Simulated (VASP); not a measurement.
A run of VASP 6.6.1 is set up as follows.

The input POSCAR:

```
BaOs
1.0
    3.7279657443      0.0000000000      0.0000000000
    0.0000000000      3.7279657443      0.0000000000
    0.0000000000      0.0000000000      3.7279657443
Ba Os
1 1
Direct
    0.0000000000      0.0000000000      0.0000000000
    0.5000000000      0.5000000000      0.5000000000
```

File INCAR.step1:

```
  PREC = Accurate
  ENCUT = 520
  ISMEAR = 0
  SIGMA = 0.05
  LREAL = F
  LASPH = T
  NELM = 60
  NBANDS = 16
  GGA = PE
  ALGO = Normal
  EDIFF = 1E-4
  LWAVE = T
  LCHARG = F
```

File INCAR.step2:

```
  PREC = Accurate
  ENCUT = 520
  EDIFF = 1E-6
  ISMEAR = 0
  SIGMA = 0.05
  LREAL = F
  LASPH = T
  NELM = 60
  ALGO = Normal
  ISIF = 2
  LWAVE = F
  LCHARG = F
  METAGGA = R2SCAN
  LMIXTAU = T
  NBANDS = 16
  ISTART = 1
```

File KPOINTS:

```
Automatic mesh
0
Gamma
  8 8 8
```

Potentials or basis: VASP PAW PBE potentials, release 64 (Ba_sv, Os).

The run is started by

```sh
$ cat potpaw_PBE.64/Ba_sv/POTCAR potpaw_PBE.64/Os/POTCAR > POTCAR
$ cp INCAR.step1 INCAR
$ mpirun -np 1 vasp_std > vasp.out
$ cp INCAR.step2 INCAR
$ mpirun -np 1 vasp_std > vasp.out
```

(1) Predict the pressure.

(2) Predict the band gap on the k mesh.

Answers

(1) 1.8 GPa.

(2) zero (bands 9 and 10 overlap by 1.47 eV).

Caveat: the PAW data sets were made with another functional, which shifts forces and pressure a little; spin-orbit coupling is left out, which moves the levels of the heavy elements.
